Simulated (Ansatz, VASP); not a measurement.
## Sn in VASP and in Ansatz

The input POSCAR:

```
Sn
1.0
   -1.6664398100      1.7077874900      2.1828021800
    1.7938717800     -1.8589232500      2.3916531200
    1.6937133800      1.8854440200     -2.2975624100
Sn
1
Direct
    0.0000000000      0.0000000000      0.0000000000
```

INCAR.step1

```
ALGO     = Normal         # electronic algorithm
EDIFF    = 1E-5           # SCF threshold, eV
ENCUT    = 520            # plane-wave cutoff, eV
GGA      = PE             # functional
ISIF     = 2              # what is computed and relaxed
ISMEAR   = -1             # smearing method
LASPH    = T              # aspherical terms in the spheres
LCHARG   = F              # write CHGCAR
LREAL    = F              # projectors in reciprocal space
LWAVE    = T              # write WAVECAR
NBANDS   = 13             # bands
NELM     = 100            # most SCF steps
PREC     = Accurate       # precision mode
SIGMA    = 0.05           # smearing width, eV
```

File INCAR.step2:

```
AEXX     = 0.2            # exact-exchange fraction
AGGAC    = 0.81         
AGGAX    = 0.72         
ALDAC    = 0.19         
ALGO     = Normal         # electronic algorithm
EDIFF    = 1E-6           # SCF threshold, eV
ENCUT    = 520            # plane-wave cutoff, eV
GGA      = B3             # functional
ISIF     = 2              # what is computed and relaxed
ISMEAR   = -1             # smearing method
ISTART   = 1            
LASPH    = T              # aspherical terms in the spheres
LCHARG   = F              # write CHGCAR
LHFCALC  = T              # exact exchange
LREAL    = F              # projectors in reciprocal space
LWAVE    = F              # write WAVECAR
NBANDS   = 13             # bands
NELM     = 100            # most SCF steps
PREC     = Accurate       # precision mode
PRECFOCK = Normal       
SIGMA    = 0.05           # smearing width, eV
```

KPOINTS

```
k-points
0
Gamma
  5 5 5
```

File input:

```
crystal:
  lattice:
    - [-1.66643981, 1.70778749, 2.18280218]
    - [1.79387178, -1.85892325, 2.39165312]
    - [1.69371338, 1.88544402, -2.29756241]
  atoms:
    - { symbol: Sn, position: [0.0, 0.0, 0.0] }
hamiltonian:
  xc: b3lyp
  pseudopotentials: { kind: paw }
kpoints:
  mp_grid: { grid: [5, 5, 5] }
scf:
  occupations: { method: fermi_dirac, width: 0.05 }
output:
  forces: true
  stress: true
  eigenvalues: true
```

Change from the starting cell: cell sheared at random, sigma 0.06, atoms nudged by 0.01 Å.

Alike in both runs: task single point; functional B3LYP; k mesh 5 × 5 × 5; occupations fermi-dirac, width 0.05 eV; no spin polarisation.

```csv
,VASP,Ansatz
version,VASP 6.6.1,Ansatz 0.2.0
potentials or method,"VASP PAW PBE potentials, release 64 (Sn_d)",Ansatz PAW
plane-wave cutoff (eV),520,420
valence electrons in the cell,14,14
```

|  | VASP | Ansatz | Ansatz less VASP |
| --- | --- | --- | --- |
| gap on the k mesh at the Fermi level (eV) | none | none | - |
| pressure (GPa) | 1.0 | 1.0 | +0.03 |
| traceless stress, the component that is largest in VASP (GPa) | -2.55 | -2.54 | +0.008 |

VASP's potentials were made for PBE, not for B3LYP. A gap of «none» marks a metal or a gap that the smearing closes.

The k mesh is coarse, so the values compare programs but aren't converged.
